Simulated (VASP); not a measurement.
# CaAu5 (F-43m) in VASP: notebook

Runs on CaAu5. Level: LDA. Tasks: single point, relaxation of cell and atoms.

Everything below comes from runs of VASP 6.6.1. Logs are shortened: lines on timing, memory, paths and dates and some standing lists are left out, and cuts for length are marked.

## Step 1: The cell of the first run

Symmetry: F-43m, No. 216, cubic system. Conventional cell: a = 7.557 Å, b = 7.557 Å, c = 7.557 Å, α = 90.00°, β = 90.00°, γ = 90.00°. Au (site symmetry -43m) has 12 Au at 3.13 Å and 4 Ca at 3.27 Å within 4.1 Å. Within 3.5 Å of Au (site symmetry 3m) lie 9 Au at 2.67 to 3.13 Å and 3 Ca at 3.13 Å. Within 4.1 Å of Ca (site symmetry -43m) lie 16 Au at 3.13 to 3.27 Å.

## Step 2: Single point, LDA

Contents of INCAR:

```
SYSTEM = CaAu5
  PREC = Accurate
  ENCUT = 520
  EDIFF = 1E-7
  ISMEAR = -1
  SIGMA = 0.1
  LREAL = .False.
  LASPH = .True.
  NELM = 80
  ALGO = Normal
  ISIF = 2
  LWAVE = .False.
  LCHARG = .True.
  GGA = CA
  LELF = .True.
  LVHAR = .True.
  NBANDS = 42
```

Contents of KPOINTS:

```
regular mesh
0
Gamma
  8 8 8
  0 0 0
```

Contents of POSCAR:

```
CaAu5
1.0
    0.0000000000      3.7786482324      3.7786482324
    3.7786482324      0.0000000000      3.7786482324
    3.7786482324      3.7786482324      0.0000000000
Au Ca
5 1
Direct
    0.2500000000      0.2500000000      0.2500000000
    0.6247160385      0.6247160385      0.6247160385
    0.1258518844      0.6247160385      0.6247160385
    0.6247160385      0.6247160385      0.1258518844
    0.6247160385      0.1258518844      0.6247160385
    0.0000000000      0.0000000000      0.0000000000
```

Potentials or basis: VASP PAW LDA potentials, release 64 (Au, Ca_sv).

Run with:

```console
cat potpaw_LDA.64/Au/POTCAR potpaw_LDA.64/Ca_sv/POTCAR > POTCAR
mpirun -np 1 vasp_std > vasp.out
```

OUTCAR:

```text
SYSTEM = CaAu5
   PREC = Accurate
   ENCUT = 520
   EDIFF = 1E-7
   ISMEAR = -1
   LREAL = .False.
   LASPH = .True.
   NELM = 80
   ISIF = 2
   GGA = CA

 ion  position               nearest neighbor table
   1  0.250  0.250  0.250-   3 3.13   5 3.13   4 3.13   2 3.13   2 3.13   2 3.13   3 3.13   5 3.13
                             4 3.13   3 3.13   4 3.13   5 3.13   6 3.27   6 3.27   6 3.27   6 3.27
   2  0.625  0.625  0.625-   3 2.67   4 2.67   5 2.67   3 2.68   5 2.68   4 2.68   1 3.13   1 3.13
                             1 3.13   6 3.13   6 3.13   6 3.13
   3  0.126  0.625  0.625-   2 2.67   4 2.67   5 2.67   5 2.68   4 2.68   2 2.68   1 3.13   1 3.13
                             1 3.13   6 3.13   6 3.13   6 3.13
   4  0.625  0.625  0.126-   2 2.67   3 2.67   5 2.67   5 2.68   3 2.68   2 2.68   1 3.13   1 3.13
                             1 3.13   6 3.13   6 3.13   6 3.13
   5  0.625  0.126  0.625-   2 2.67   3 2.67   4 2.67   3 2.68   4 2.68   2 2.68   1 3.13   1 3.13
                             1 3.13   6 3.13   6 3.13   6 3.13
   6  0.000  0.000  0.000-   4 3.13   5 3.13   3 3.13   4 3.13   3 3.13   5 3.13   2 3.13   2 3.13
                             2 3.13   3 3.13   4 3.13   5 3.13   1 3.27   1 3.27   1 3.27   1 3.27

  LATTYP: Found a face centered cubic cell.
 ALAT       =     7.5572964648

  Lattice vectors:

 A1 = (   0.0000000000,   3.7786482324,   3.7786482324)
 A2 = (   3.7786482324,   0.0000000000,   3.7786482324)
 A3 = (   3.7786482324,   3.7786482324,   0.0000000000)

Analysis of symmetry for initial positions (statically):
=====================================================================
 Subroutine PRICEL returns:
 Original cell was already a primitive cell.

 Routine SETGRP: Setting up the symmetry group for a
 face centered cubic supercell.

 Subroutine GETGRP returns: Found 24 space group operations
 (whereof 24 operations were pure point group operations)
 out of a pool of 48 trial point group operations.

The static configuration has the point symmetry T_d .

Analysis of symmetry for dynamics (positions and initial velocities):
=====================================================================
 Subroutine PRICEL returns:
 Original cell was already a primitive cell.

 Routine SETGRP: Setting up the symmetry group for a
 face centered cubic supercell.

 Subroutine GETGRP returns: Found 24 space group operations
 (whereof 24 operations were pure point group operations)
 out of a pool of 48 trial point group operations.

The dynamic configuration has the point symmetry T_d .

 Subroutine INISYM returns: Found 24 space group operations
 (whereof 24 operations are pure point group operations),
 and found     1 'primitive' translations

----------------------------------------------------------------------------------------

                                     Primitive cell

  volume of cell :     107.9045

  direct lattice vectors                    reciprocal lattice vectors
     0.000000000  3.778648232  3.778648232    -0.132322452  0.132322452  0.132322452
     3.778648232  0.000000000  3.778648232     0.132322452 -0.132322452  0.132322452
     3.778648232  3.778648232  0.000000000     0.132322452  0.132322452 -0.132322452

  length of vectors
     5.343815578  5.343815578  5.343815578     0.229189210  0.229189210  0.229189210

  position of ions in fractional coordinates (direct lattice)
     0.250000000  0.250000000  0.250000000
     0.624716038  0.624716038  0.624716038
     0.125851884  0.624716038  0.624716038
     0.624716038  0.624716038  0.125851884
     0.624716038  0.125851884  0.624716038
     0.000000000  0.000000000  0.000000000

  ion indices of the primitive-cell ions
   primitive index   ion index
                 1           1
                 2           2
                 3           3
                 4           4
                 5           5
                 6           6

----------------------------------------------------------------------------------------

 KPOINTS: regular mesh

Automatic generation of k-mesh.
 Grid dimensions read from file:
 generate k-points for:    8    8    8

 Generating k-lattice:

  Cartesian coordinates                     Fractional coordinates (reciprocal lattice)
    -0.016540307  0.016540307  0.016540307     0.125000000  0.000000000  0.000000000
     0.016540307 -0.016540307  0.016540307     0.000000000  0.125000000  0.000000000
     0.016540307  0.016540307 -0.016540307     0.000000000  0.000000000  0.125000000

  Length of vectors
     0.028648651  0.028648651  0.028648651

  Shift w.r.t. Gamma in fractional coordinates (k-lattice)
     0.000000000  0.000000000  0.000000000

 Subroutine IBZKPT returns following result:
 ===========================================

 Found     29 irreducible k-points:

 Following reciprocal coordinates:
            Coordinates               Weight
  0.000000  0.000000  0.000000      1.000000
  0.125000  0.000000  0.000000      8.000000
  0.250000  0.000000  0.000000      8.000000
  0.375000  0.000000  0.000000      8.000000
  0.500000  0.000000  0.000000      4.000000
  0.125000  0.125000  0.000000      6.000000
[... 16 lines left out ...]
  0.500000  0.250000  0.125000     48.000000
 -0.375000  0.250000  0.125000     24.000000
 [... further k-points ...]
   k-points           NKPTS =     29   k-points in BZ     NKDIM =     29   number of bands    NBANDS=     42
   number of dos      NEDOS =    301   number of ions     NIONS =      6
   total plane-waves  NPLWV =  64000
   dimension x,y,z NGX =    40 NGY =   40 NGZ =   40
   dimension x,y,z NGXF=    80 NGYF=   80 NGZF=   80
   ions per type =               5   1
   NGX,Y,Z   is equivalent  to a cutoff of  12.44, 12.44, 12.44 a.u.
   NGXF,Y,Z  is equivalent  to a cutoff of  24.89, 24.89, 24.89 a.u.
 SYSTEM =  CaAu5
   PREC   = accura    normal or accurate (medium, high low for compatibility)
   ISTART =      0    job   : 0-new  1-cont  2-samecut
   ICHARG =      2    charge: 1-file 2-atom 10-const
   ISPIN  =      1    spin polarized calculation?
   LNONCOLLINEAR =      F non collinear calculations
   LSORBIT =      F    spin-orbit coupling
   LASPH  =      T    aspherical Exc in radial PAW
   ENCUT  =  520.0 eV  38.22 Ry    6.18 a.u.   9.94  9.94  9.94*2*pi/ulx,y,z
   NELM   =     80;   NELMIN=  2; NELMDL= -5     # of ELM steps
   EDIFF  = 0.1E-06   stopping-criterion for ELM
   LREAL  =      F    real-space projection
   EDIFFG = 0.1E-05   stopping-criterion for IOM
   NSW    =      0    number of steps for IOM
   IBRION =     -1    ionic relax: 0-MD 1-quasi-New 2-CG
   NFREE  =      0    steps in history (QN), initial steepest desc. (CG)
   ISIF   =      2    stress and relaxation
   ISYM   =      2    0-nonsym 1-usesym 2-fastsym
   POTIM  = 0.5000    time-step for ionic-motion
   TEBEG  =    0.0;   TEEND  =   0.0 temperature during run
   PSTRESS=    0.0 pullay stress
   NELECT =      65.0000    total number of electrons
   NUPDOWN=      -1.0000    fix difference up-down
   EMIN   =  10.00;   EMAX   =-10.00  energy-range for DOS
   EFERMI =   0.00;   METHOD = LEGACY
   ISMEAR =    -1;   SIGMA  =   0.10  broadening in eV -4-tet -1-fermi 0-gaus
   EFERMI_NEDOS =   21; number of points for ismear=-14 and -15
   IALGO  =     38    algorithm
   IMIX   =      4    mixing-type and parameters
     AMIX     =   0.40;   BMIX     =  1.00
     AMIX_MAG =   1.60;   BMIX_MAG =  1.00
  volume/ion in A,a.u.               =      17.98       121.36
  Fermi-wavevector in a.u.,A,eV,Ry     =   1.382609  2.612753 26.009014  1.911609
  Thomas-Fermi vector in A             =   2.507285
   LORBIT       =      0    0 simple, 1 ext, 2 COOP (PROOUT), +10 PAW based schemes
   GGA     = CA    functional components
   LHFCALC =     F    Hartree Fock is set to
   AEXX    =    0.0000 exact exchange contribution
   IVDW    =     0    specifies the selected vdW correction
   LEPSILON=     F    determine dielectric tensor
   LRPA    =     F    only Hartree local field effects (RPA)
 non-spin polarized calculation
  energy-cutoff  :      520.00
  volume of cell :      107.90
 maximum number of plane-waves:      2936
   NGX = 19   NGY = 19   NGZ = 19

 number of electron      65.0000011 magnetization

 Free energy of the ion-electron system (eV)
  ---------------------------------------------------
  ext. energy  EPLUGINS =         0.00000000
  ---------------------------------------------------
  free energy    TOTEN  =       -26.86651967 eV

  energy without entropy =      -26.80697630  energy(sigma->0) =      -26.83674799

 E-fermi :   8.6603     XC(G=0): -12.3728

 val. band max:        8.6549036783   @ k =   0.5000   0.2500   0.0000
 cond. band min:       8.7488335839   @ k =   0.1250   0.1250   0.0000
 fundamental gap:      0.0939299056
 Fermi energy:         8.6602526911

 k-point     1 :       0.0000    0.0000    0.0000
  band No.  band energies     occupation
      1     -31.7412      2.00000
      2     -13.1080      2.00000
      3     -13.1080      2.00000
      4     -13.1080      2.00000
      5      -1.6493      2.00000
      6       0.6204      2.00000
[... 34 lines left out ...]
     41      14.9248      0.00000
     42      14.9248      0.00000

 k-point     2 :       0.1250    0.0000    0.0000
  band No.  band energies     occupation
      1     -31.7411      2.00000
      2     -13.1095      2.00000
      3     -13.1078      2.00000
      4     -13.1078      2.00000
      5      -1.5062      2.00000
      6       0.7285      2.00000
[... 34 lines left out ...]
     41      14.7331      0.00000
     42      14.7925      0.00000

 k-point     3 :       0.2500    0.0000    0.0000
  band No.  band energies     occupation
      1     -31.7410      2.00000
      2     -13.1132      2.00000
      3     -13.1074      2.00000
      4     -13.1074      2.00000
      5      -1.1191      2.00000
      6       1.0076      2.00000
[... 34 lines left out ...]
     41      14.4817      0.00000
     42      14.4817      0.00000

 k-point     4 :       0.3750    0.0000    0.0000
  band No.  band energies     occupation
      1     -31.7408      2.00000
      2     -13.1168      2.00000
      3     -13.1071      2.00000
      4     -13.1071      2.00000
      5      -0.6532      2.00000
      6       1.3143      2.00000
[... 844 lines left out ...]
     41      14.5251      0.00000
     42      15.0080      0.00000

 k-point    23 :       0.5000    0.2500    0.1250
  band No.  band energies     occupation
      1     -31.7407      2.00000
      2     -13.1152      2.00000
      3     -13.1095      2.00000
      4     -13.1075      2.00000
      5      -0.2920      2.00000
      6       1.3513      2.00000
[... 34 lines left out ...]
     41      14.6701      0.00000
     42      15.3298      0.00000

 k-point    24 :      -0.3750    0.2500    0.1250
  band No.  band energies     occupation
      1     -31.7407      2.00000
      2     -13.1160      2.00000
      3     -13.1095      2.00000
      4     -13.1076      2.00000
      5      -0.0454      2.00000
      6       1.5347      2.00000
[... 34 lines left out ...]
     41      14.7069      0.00000
     42      15.8161      0.00000

 [... further k-points ...]

------------------------ aborting loop because EDIFF is reached ----------------------------------------

  FORCE on cell =-STRESS in cart. coord.  units (eV):
  Direction    XX          YY          ZZ          XY          YZ          ZX
  --------------------------------------------------------------------------------------
  -------------------------------------------------------------------------------------
  Total        3.6878394      3.6878394      3.6878394     -0.0000000     -0.0000000      0.0000000
  in kB       54.7574477     54.7574477     54.7574477     -0.0000000     -0.0000000      0.0000000
  external PRESSURE =      54.7574477 kB  Pullay stress =       0.0000000 kB

 VOLUME and BASIS-vectors are now :
 -----------------------------------------------------------------------------
  energy-cutoff  :      520.00
  volume of cell :      107.90
      direct lattice vectors                 reciprocal lattice vectors
     0.000000000  3.778648232  3.778648232    -0.132322452  0.132322452  0.132322452
     3.778648232  0.000000000  3.778648232     0.132322452 -0.132322452  0.132322452
     3.778648232  3.778648232  0.000000000     0.132322452  0.132322452 -0.132322452

 POSITION                                       TOTAL-FORCE (eV/Angst)
 -----------------------------------------------------------------------------------
      1.88932      1.88932      1.88932         0.000000      0.000000      0.000000
      4.72116      4.72116      4.72116        -0.000249     -0.000249     -0.000249
      4.72116      2.83613      2.83613        -0.000249      0.000249      0.000249
      2.83613      2.83613      4.72116         0.000249      0.000249     -0.000249
      2.83613      4.72116      2.83613         0.000249     -0.000249      0.000249
      0.00000      0.00000      0.00000         0.000000      0.000000      0.000000
 -----------------------------------------------------------------------------------
    total drift:                                0.000000      0.000000      0.000000

  FREE ENERGIE OF THE ION-ELECTRON SYSTEM (eV)
  ---------------------------------------------------
  free  energy   TOTEN  =       -26.8665196696 eV

  energy  without entropy=      -26.8069763048  energy(sigma->0) =      -26.83674799
```

Run time: 4.6 min. Hardware: 1 thread of Oxide Virtual Turin-like, shared host; peak memory 0.23 GiB.

What came out:

| Property | Result |
| --- | --- |
| Free energy | -26.8665 eV |
| Pressure | 5.5 GPa |
| Band gap on the k mesh | zero (an odd number of electrons rules out a gap without spin polarisation) |

Caveat: the cell stands under pressure; spin-orbit coupling is left out, which moves the levels of the heavy elements.

## Step 3: Relaxation of cell and atoms, LDA, target pressure 5 GPa, at which the enthalpy is minimised

This run uses another cell than the first one, of 19.68 Å³/atom.

Contents of INCAR:

```
PREC     = Accurate       # precision mode
ENCUT    = 600            # plane-wave cutoff, eV
EDIFF    = 1E-6           # SCF threshold, eV
ISMEAR   = -1             # smearing method
SIGMA    = 0.1            # smearing width, eV
LREAL    = False          # projectors in reciprocal space
LASPH    = True           # aspherical terms in the spheres
NELM     = 100            # most SCF steps
ALGO     = Normal         # electronic algorithm
ISIF     = 3              # what is computed and relaxed
LWAVE    = False          # write WAVECAR
LCHARG   = False          # write CHGCAR
IBRION   = 2              # ionic algorithm
NSW      = 100            # ionic steps
EDIFFG   = -0.01          # ionic threshold
PSTRESS  = 50.0
```

Contents of KPOINTS:

```
regular mesh
0
Gamma
  8 8 8
```

Contents of POSCAR:

```
CaAu5
1.0
    0.0000000000      3.8938070000      3.8938070000
    3.8938070000      0.0000000000      3.8938070000
    3.8938070000      3.8938070000      0.0000000000
Au Ca
5 1
Direct
    0.2500000000      0.2500000000      0.2500000000
    0.6250000000      0.6250000000      0.6250000000
    0.1250000000      0.6250000000      0.6250000000
    0.6250000000      0.6250000000      0.1250000000
    0.6250000000      0.1250000000      0.6250000000
    0.0000000000      0.0000000000      0.0000000000
```

Potentials or basis: VASP PAW LDA potentials, release 64 (Au, Ca_sv).

Run with:

```console
cat potpaw_LDA.64/Au/POTCAR potpaw_LDA.64/Ca_sv/POTCAR > POTCAR
mpirun -np 1 vasp_std > vasp.out
```

It took 24 min on 1 thread of Oxide Virtual Turin-like, shared host; peak memory 0.32 GiB.

The run converged. Its results:

| Property | Result |
| --- | --- |
| Free energy | -26.8806 eV |
| Relaxed volume | 18.05 Å³/atom |
| Relaxed cell | a = 5.350 Å, b = 5.350 Å, c = 5.350 Å, α = 60.00°, β = 60.00°, γ = 60.00° |
| Space group after relaxing (to 0.1 Å) | F-43m (No. 216) |
| Energy change on relaxing (the run minimises the enthalpy) | -12.1 meV/atom |
| Ionic steps | 7 |
| Pressure after relaxing | 5.0 GPa |
| Band gap on the k mesh | zero (an odd number of electrons rules out a gap without spin polarisation) |

The path:
| step | energy change (eV) | largest force (eV/Å) | pressure (GPa) | volume (Å³) |
| --- | --- | --- | --- | --- |
| 1 | 0.0000 | 0.1509 | -6.27 | 118.07 |
| 2 | 1.2321 | 0.3181 | 31.99 | 95.96 |
| 3 | -0.0807 | 0.0547 | 4.56 | 108.58 |
| 4 | -0.0736 | 0.0506 | 4.92 | 108.34 |
| 5 | -0.0676 | 0.0473 | 5.20 | 108.15 |
| 6 | -0.0773 | 0.0481 | 4.76 | 108.46 |
| 7 | -0.0725 | 0.0011 | 4.99 | 108.30 |

Final structure:
```yaml
crystal:
  lattice:
    - [0.00000, 3.78325, 3.78325]
    - [3.78325, 0.00000, 3.78325]
    - [3.78325, 3.78325, 0.00000]
  atoms:
    - { symbol: Au, position: [0.25000, 0.25000, 0.25000] }
    - { symbol: Au, position: [0.62471, 0.62471, 0.62471] }
    - { symbol: Au, position: [0.12586, 0.62471, 0.62471] }
    - { symbol: Au, position: [0.62471, 0.62471, 0.12586] }
    - { symbol: Au, position: [0.62471, 0.12586, 0.62471] }
    - { symbol: Ca, position: [0.00000, 0.00000, 0.00000] }
```

Levels at points of the mesh, in eV from the Fermi level:
```
           k point  band 29  band 30  band 31  band 32  band 33  band 34  band 35  band 36
(0.00, 0.00, 0.00)    -1.58    -1.58    -0.70    -0.02    -0.02    -0.02     1.85     2.05
(0.50, 0.00, 0.00)    -3.00    -3.00    -1.58    -0.56     0.64     0.64     2.40     2.40
(0.50, 0.50, 0.00)    -3.12    -2.84    -2.82    -1.64     0.33     0.33     1.25     3.27
```

Caveat: the cell is relaxed towards a set pressure, so the run minimises the enthalpy, not the energy; spin-orbit coupling is left out, which moves the levels of the heavy elements. LDA usually gives volumes a few per cent too small.

The gap in the log of VASP goes by the Fermi energy; the results here count the filled bands.